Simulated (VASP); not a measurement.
# TaN (P1) in VASP: notebook, part 2 of 2

VASP 6.6.1. The steps go on from the part before.

## (3) Single point, PBE

This run uses another cell than the first one, of 9.86 Å³/atom.

Input file INCAR:

```
PREC = Accurate
ENCUT = 520
EDIFF = 1E-7
ISMEAR = 1
SIGMA = 0.1
LREAL = False
LASPH = True
NELM = 80
ALGO = Normal
ISIF = 2
LWAVE = False
LCHARG = False
GGA = PE
NBANDS = 15
```

Input file KPOINTS:

```
Automatic mesh
0
Gamma
  8 8 8
```

Input file POSCAR:

```
TaN
1.0
   -0.0377269114      2.1591393923      2.1771093421
    2.0470867716     -0.0117403672      2.1511227980
    2.0782147181      2.1642907779     -0.0428782970
Ta N
1 1
Direct
    0.4307400000      0.4978200000      0.5115900000
    0.0127400000      0.9279800000      0.0779100000
```

Potentials or basis: VASP PAW PBE potentials, release 64 (Ta_pv, N).

Started as:

```
> cat potpaw_PBE.64/Ta_pv/POTCAR potpaw_PBE.64/N/POTCAR > POTCAR
> mpirun -np 1 vasp_std > vasp.out
```

OUTCAR:

```text
PREC = Accurate
   ENCUT = 520
   EDIFF = 1E-7
   ISMEAR = 1
   LREAL = False
   LASPH = True
   NELM = 80
   ISIF = 2
   GGA = PE

 ion  position               nearest neighbor table
   1  0.431  0.498  0.512-   2 1.85   2 2.10   2 2.12   2 2.19   2 2.23   2 2.49
   2  0.013  0.928  0.078-   1 1.85   1 2.10   1 2.12   1 2.19   1 2.23   1 2.49

  Warning from LATTYP: Got some problem with cell dimensions!
  Tried to take original basis but could not verify dimensions!
  LATTYP: Found a triclinic cell.
[... 629 lines left out ...]

  FORCE on cell =-STRESS in cart. coord.  units (eV):
  Direction    XX          YY          ZZ          XY          YZ          ZX
  --------------------------------------------------------------------------------------
  -------------------------------------------------------------------------------------
  Total        7.3508477     11.9385851      2.9980863      0.1570233     -0.1515026      0.1898906
  in kB      597.3398832    970.1456593    243.6285685     12.7599237    -12.3113105     15.4307646
  external PRESSURE =     603.7047037 kB  Pullay stress =       0.0000000 kB

 VOLUME and BASIS-vectors are now :
 -----------------------------------------------------------------------------
  energy-cutoff  :      520.00
  volume of cell :       19.72
      direct lattice vectors                 reciprocal lattice vectors
    -0.037726911  2.159139392  2.177109342    -0.236106180  0.231192432  0.225949036
     2.047086772 -0.011740367  2.151122798     0.243679898 -0.229397594  0.231726842
     2.078214718  2.164290778 -0.042878297     0.236866067  0.230158584 -0.224154217

 POSITION                                       TOTAL-FORCE (eV/Angst)
 -----------------------------------------------------------------------------------
      2.06602      2.03141      1.98670        -0.140944      5.229320      0.173689
      2.06109      0.18523      2.02059         0.140944     -5.229320     -0.173689
 -----------------------------------------------------------------------------------
    total drift:                               -0.000035      0.000013     -0.000017

  FREE ENERGIE OF THE ION-ELECTRON SYSTEM (eV)
  ---------------------------------------------------
  free  energy   TOTEN  =       -20.8510474664 eV

  energy  without entropy=      -20.8512099664  energy(sigma->0) =      -20.85110163
```

OSZICAR:

```text
N       E                     dE             d eps       ncg     rms          rms(c)
DAV:   1     0.914718058292E+02    0.91472E+02   -0.85238E+03  7800   0.113E+03
DAV:   2    -0.213244483632E+02   -0.11280E+03   -0.10658E+03  9508   0.309E+02
DAV:   3    -0.239114954414E+02   -0.25870E+01   -0.25732E+01  8724   0.450E+01
DAV:   4    -0.239210144754E+02   -0.95190E-02   -0.95145E-02 10180   0.294E+00
DAV:   5    -0.239210731505E+02   -0.58675E-04   -0.58675E-04  8955   0.202E-01    0.313E+01
DAV:   6    -0.209091724305E+02    0.30119E+01   -0.55862E+00  9686   0.277E+01    0.133E+01
DAV:   7    -0.208799363459E+02    0.29236E-01   -0.59044E-01  9109   0.625E+00    0.875E+00
DAV:   8    -0.208571816282E+02    0.22755E-01   -0.89336E-02  9242   0.245E+00    0.156E+00
DAV:   9    -0.208510822353E+02    0.60994E-02   -0.14379E-02  8955   0.101E+00    0.227E-01
DAV:  10    -0.208510817060E+02    0.52926E-06   -0.11580E-03  8857   0.390E-01    0.372E-02
DAV:  11    -0.208510480461E+02    0.33660E-04   -0.73880E-05  9235   0.103E-01    0.153E-02
DAV:  12    -0.208510478917E+02    0.15440E-06   -0.60839E-06  8997   0.254E-02    0.518E-03
DAV:  13    -0.208510474618E+02    0.42995E-06   -0.13011E-07  7740   0.385E-03    0.237E-03
DAV:  14    -0.208510474664E+02   -0.45870E-08   -0.93123E-09  4320   0.109E-03
   1 F= -.20851047E+02 E0= -.20851102E+02  d E =0.162500E-03
```

Wall time 89 s (1 thread of Intel Xeon 8259CL, shared host); peak memory 0.2 GiB.

What came out:

```
Free energy            : -20.8510 eV
Pressure               : 60.4 GPa
Largest force          : 5.234 eV/Å
Band gap on the k mesh : zero (bands 8 and 9 overlap by 3.35 eV)
```

Forces on the atoms (eV/Å):
```
Ta  -0.141  5.229  0.174
N    0.141 -5.229 -0.174
```

Levels at points of the mesh, in eV from the Fermi level:
| k point | band 6 | band 7 | band 8 | band 9 | band 10 | band 11 |
| --- | --- | --- | --- | --- | --- | --- |
| (0.00, 0.00, 0.00) | -5.60 | -5.35 | -2.17 | -0.19 | 0.05 | 0.35 |
| (0.50, 0.00, 0.00) | -7.91 | -7.70 | 1.28 | 2.42 | 2.70 | 4.11 |
| (0.00, 0.50, 0.00) | -8.13 | -7.63 | 1.67 | 1.99 | 2.50 | 4.37 |
| (0.50, 0.50, 0.00) | -6.92 | -5.19 | -1.87 | 3.19 | 3.86 | 4.46 |
| (0.00, 0.00, 0.50) | -7.69 | -7.65 | 1.25 | 2.05 | 2.74 | 3.91 |
| (0.50, 0.00, 0.50) | -5.80 | -4.85 | -4.46 | 2.54 | 3.24 | 3.83 |
| (0.00, 0.50, 0.50) | -6.37 | -5.13 | -2.38 | 3.25 | 4.10 | 4.22 |
| (0.50, 0.50, 0.50) | -8.22 | -7.78 | 1.93 | 2.14 | 2.50 | 4.40 |

Caveat: the stress differs along the axes, from 24 to 97 GPa; spin-orbit coupling is left out, which moves the levels of the heavy elements; forces of over 1 eV/Å act on the atoms, so gaps and moduli don't describe the material at rest.

## (4) Single point, PBE

This run uses another cell than the first one, of 9.96 Å³/atom.

Input file INCAR:

```
SYSTEM = TaN
  PREC = Accurate
  ENCUT = 520
  EDIFF = 1E-6
  ISMEAR = 1
  SIGMA = 0.1
  LREAL = .False.
  LASPH = .True.
  NELM = 60
  ALGO = Normal
  ISIF = 2
  LWAVE = .False.
  LCHARG = .False.
  GGA = PE
  NBANDS = 15
```

Input file KPOINTS:

```
regular mesh
0
Gamma
  8 8 8
  0 0 0
```

Input file POSCAR:

```
TaN
1.0
   -0.0378528787      2.1663485923      2.1843785425
    2.0539218366     -0.0117795674      2.1583052312
    2.0851537169      2.1715171780     -0.0430214644
Ta N
1 1
Direct
    0.4307400000      0.4978200000      0.5115900000
    0.0127400000      0.9279800000      0.0779100000
```

Started as:

```
> cat potpaw_PBE.64/Ta_pv/POTCAR potpaw_PBE.64/N/POTCAR > POTCAR
> mpirun -np 1 vasp_std > vasp.out
```

It took 73 s on 1 thread of Intel Xeon 8259CL, shared host; peak memory 0.21 GiB.

It converged, with:

```yaml
Free_energy: -20.9226 eV
Pressure: 55.0 GPa
Largest_force: 5.044 eV/Å
Band_gap_on_the_k_mesh: zero (bands 8 and 9 overlap by 3.30 eV)
```

Forces in eV/Å, atoms in the order of the input:
```
Ta  -0.134  5.040  0.166
N    0.134 -5.040 -0.166
```

Stress tensor (GPa, compression positive):
```
54.19  1.25  1.51
 1.25 90.54 -1.16
 1.51 -1.16 20.41
```

Levels at points of the mesh, in eV from the Fermi level:
```
           k point  band 5  band 6  band 7  band 8  band 9  band 10  band 11  band 12
(0.00, 0.00, 0.00)   -5.79   -5.57   -5.30   -2.14   -0.18     0.04     0.35     2.31
(0.50, 0.00, 0.00)  -10.59   -7.83   -7.63    1.26    2.39     2.67     4.06     6.85
(0.00, 0.50, 0.00)  -10.63   -8.05   -7.56    1.64    1.97     2.47     4.32     6.77
(0.50, 0.50, 0.00)   -7.85   -6.90   -5.17   -1.86    3.14     3.81     4.39     5.07
(0.00, 0.00, 0.50)  -10.64   -7.62   -7.58    1.23    2.02     2.70     3.87     6.70
(0.50, 0.00, 0.50)   -6.40   -5.73   -4.82   -4.45    2.50     3.18     3.77     4.40
(0.00, 0.50, 0.50)   -7.88   -6.36   -5.12   -2.36    3.21     4.03     4.16     4.71
(0.50, 0.50, 0.50)  -10.59   -8.14   -7.71    1.90    2.12     2.46     4.35     6.84
```

Caveat: the stress differs along the axes, from 20 to 91 GPa; spin-orbit coupling is left out, which moves the levels of the heavy elements; forces of over 1 eV/Å act on the atoms, so gaps and moduli don't describe the material at rest.

## (5) Summary

| cell | gap on the mesh (eV) | pressure (GPa) | largest force (eV/Å) |
| --- | --- | --- | --- |
| a = 3.072, b = 2.974, c = 3.006 Å, angles 62.3, 60.7, 59.8°, 2 atoms, atomic positions A | none | 57.8 | 5.15 |
| a = 3.066, b = 2.970, c = 3.001 Å, angles 62.3, 60.7, 59.8°, 2 atoms, atomic positions B | none | 60.4 | 5.23 |
| a = 3.077, b = 2.979, c = 3.011 Å, angles 62.3, 60.7, 59.8°, 2 atoms, atomic positions B | none | 55.0 | 5.04 |

Alike in all rows: task single point; level PBE; potentials or basis VASP PAW PBE potentials, release 64 (Ta_pv, N); no spin polarisation; k mesh 8 × 8 × 8; cutoff (eV) 520; smearing methfessel-paxton 0.1 eV.

Caveats: spin-orbit coupling is left out, which moves the levels of the heavy elements; forces of over 1 eV/Å act on the atoms, so gaps and moduli don't describe the material at rest; the stress differs along the axes, from 22 to 94 GPa (at least some runs); the stress differs along the axes, from 24 to 97 GPa (at least some runs); the stress differs along the axes, from 20 to 91 GPa (at least some runs).

Total energies depend on the potentials used, so only differences within one code and one set of settings carry meaning.
